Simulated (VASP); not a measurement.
Input of a VASP 6.6.1 run:

Contents of INCAR:

```
SYSTEM = KI
PREC = Accurate
ENCUT = 600
EDIFF = 1E-6
ISMEAR = 0
SIGMA = 0.02
LREAL = .FALSE.
LASPH = .TRUE.
NELM = 100
ALGO = Normal
ISIF = 3
LWAVE = .FALSE.
LCHARG = .FALSE.
GGA = PE
IBRION = 2
NSW = 100
EDIFFG = -0.01
```

Contents of KPOINTS:

```
regular mesh
0
G
  6 6 6
  0 0 0
```

File POSCAR:

```
KI
1.0
    4.8915851978      0.0000000000      0.0000000000
   -2.4457925989      4.2362370460      0.0000000000
    0.0000000000      0.0000000000      4.4978931118
K I
1 1
Direct
    0.0000000000      0.0000000000      0.0000000000
    0.6666666667      0.3333333333      0.5000000000
```

Potentials or basis: VASP PAW PBE potentials, release 64 (K_sv, I).

The run is started by

```sh
$ cat potpaw_PBE.64/K_sv/POTCAR potpaw_PBE.64/I/POTCAR > POTCAR
$ mpirun -np 1 vasp_std > vasp.out
```

(1) Estimate the band gap on the k mesh.

(2) Estimate the space group after relaxing (to 0.05 Å).

(3) What does it give for the relaxed volume?

Results:

(1) 3.62 eV, indirect (least direct gap 3.63 eV).

(2) P-6m2 (No. 187).

(3) 46.83 Å³/atom.

Caveat: spin-orbit coupling is left out, which moves the levels of the heavy elements.
